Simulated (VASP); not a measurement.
Write the native input for VASP 6.6.1 that does the following.

```
Task                   : single point
Functional             : r2SCAN
Potentials or basis    : VASP PAW PBE potentials, release 64 (Li_sv, F)
Cutoff                 : 520 eV
k mesh                 : 12 × 12 × 12
Occupations            : fermi-dirac, width 0.02 eV
Spin                   : no spin polarisation
Dipole correction      : no
Further INCAR settings : ALGO = Normal; EDIFF = 1e-06; NBANDS = 12
```

The system is LiF (Griceite).

```
Li F
1.0
     0.00000    1.96768    1.96768
     1.96768    0.00000    1.96768
     1.96768    1.96768    0.00000
Li F
1 1
Cartesian
  0.0000 0.0000 0.0000
  1.9677 1.9677 1.9677
```

The input as run:

POSCAR

```
LiF
1.0
    0.0000000000      1.9676848800      1.9676848800
    1.9676848800      0.0000000000      1.9676848800
    1.9676848800      1.9676848800      0.0000000000
Li F
1 1
Direct
    0.0000000000      0.0000000000      0.0000000000
    0.5000000000      0.5000000000      0.5000000000
```

INCAR.step1

```
SYSTEM = LiF
PREC = Accurate
ENCUT = 520
ISMEAR = -1
SIGMA = 0.02
LREAL = .FALSE.
LASPH = .TRUE.
NELM = 100
NBANDS = 12
GGA = PE
ALGO = Normal
EDIFF = 1E-4
LWAVE = .TRUE.
LCHARG = .FALSE.
```

INCAR.step2

```
SYSTEM = LiF
PREC = Accurate
ENCUT = 520
EDIFF = 1E-6
ISMEAR = -1
SIGMA = 0.02
LREAL = .FALSE.
LASPH = .TRUE.
NELM = 100
ALGO = Normal
ISIF = 2
LWAVE = .FALSE.
LCHARG = .TRUE.
METAGGA = R2SCAN
LMIXTAU = .TRUE.
LELF = .TRUE.
LVHAR = .TRUE.
NBANDS = 12
ISTART = 1
```

KPOINTS

```
regular mesh
0
G
  12 12 12
  0 0 0
```

Potentials or basis: VASP PAW PBE potentials, release 64 (Li_sv, F).

Command:

```console
$ cat potpaw_PBE.64/Li_sv/POTCAR potpaw_PBE.64/F/POTCAR > POTCAR
$ cp INCAR.step1 INCAR
$ mpirun -np 1 vasp_std > vasp.out
$ cp INCAR.step2 INCAR
$ mpirun -np 1 vasp_std > vasp.out
```

Results of the run:

```yaml
Band_gap_on_the_k_mesh: 10.97 eV, direct
```

Wall time 24 s on 1 thread of Intel(R) Xeon(R) 6975P-C (Granite Rapids), on a shared host, peak memory 0.14 GiB.
